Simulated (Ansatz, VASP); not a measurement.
## Pd: VASP beside Ansatz

The input INCAR:

```
PREC = Accurate
ENCUT = 520
EDIFF = 1E-8
ISMEAR = -1
SIGMA = 0.05
LREAL = F
LASPH = T
NELM = 60
ALGO = Normal
ISIF = 2
LWAVE = F
LCHARG = F
GGA = PS
LEFG = T
NBANDS = 11
```

The input KPOINTS:

```
regular mesh
0
Gamma
  18 18 18
```

POSCAR

```
Pd
1.0
    0.0000000000      1.9383952691      1.9383952691
    1.9383952691      0.0000000000      1.9383952691
    1.9383952691      1.9383952691      0.0000000000
Pd
1
Direct
    0.0000000000      0.0000000000      0.0000000000
```

Input for Ansatz:

```yaml
crystal:
  lattice:
    - [0.0, 1.9383952691, 1.9383952691]
    - [1.9383952691, 0.0, 1.9383952691]
    - [1.9383952691, 1.9383952691, 0.0]
  atoms:
    - { symbol: Pd, position: [0.0, 0.0, 0.0] }
kpoints:
  mp_grid: { grid: [18, 18, 18] }
scf:
  occupations: { method: fermi_dirac, width: 0.05 }
hamiltonian:
  xc: pbesol
  pseudopotentials: { kind: paw }
output:
  forces: true
  stress: true
  eigenvalues: true
  efg: { contact_densities: true }
```

Change from the starting cell: volume scaled by 0.99, PAW files.

Alike in both runs: task electric field gradients; functional PBEsol; k mesh 18 × 18 × 18; occupations fermi-dirac, width 0.05 eV; no spin polarisation.

|  | VASP | Ansatz |
| --- | --- | --- |
| version | VASP 6.6.1 | Ansatz 0.2.0 |
| potentials or method | VASP PAW PBE potentials, release 64 (Pd) | PAW with Ansatz's default frozen-core files, scalar-relativistic |
| plane-wave cutoff (eV) | 520 | 420 |
| valence electrons in the cell | 10 | 18 |

|  | VASP | Ansatz | Ansatz less VASP |
| --- | --- | --- | --- |
| pressure (GPa) | -0.6 | -0.2 | +0.34 |

VASP's potentials were made for PBE, not for PBEsol. The functional is the same, so the differences come from potentials, cutoffs and numerics. VASP's potentials hold 10 valence electrons a cell and Ansatz's 18, so a difference there can come from the potentials and not from the codes.
